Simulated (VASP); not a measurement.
A run of VASP 6.6.1 is set up as follows.

File INCAR:

```
SYSTEM = MnSb
ALGO = Normal ; EDIFF = 1E-7
ENCUT = 520 ; GGA = PE
ISIF = 2 ; ISMEAR = 0
ISPIN = 2 ; LASPH = .True.
LCHARG = .False. ; LMAXMIX = 4
LORBIT = 11 ; LREAL = .False.
LWAVE = .False. ; MAGMOM = 3.58 3.58 0 0
NBANDS = 30 ; NELM = 150
PREC = Accurate ; SIGMA = 0.05
```

KPOINTS

```
k-points
0
Gamma
  10 10 6
  0 0 0
```

The input POSCAR:

```
MnSb
1.0
    4.1256509564      0.0000000000      0.0000000000
   -2.0628254782      3.5729185354      0.0000000000
    0.0000000000      0.0000000000      5.6305810658
Mn Sb
2 2
Direct
    0.0000000000      0.0000000000      0.0000000000
    0.0000000000      0.0000000000      0.5000000000
    0.3333333333      0.6666666667      0.2500000000
    0.6666666667      0.3333333333      0.7500000000
```

Potentials or basis: VASP PAW PBE potentials, release 64 (Mn_pv, Sb).

Launch:

```console
$ cat potpaw_PBE.64/Mn_pv/POTCAR potpaw_PBE.64/Sb/POTCAR > POTCAR
$ mpirun -np 1 vasp_std > vasp.out
```

(1) Estimate the net moment.

(2) Predict the site moments.

(3) What does it give for the pressure?

Results:

(1) 6.52 μB per cell.

(2) Mn +3.30; Sb -0.12 μB.

(3) -1.2 GPa.
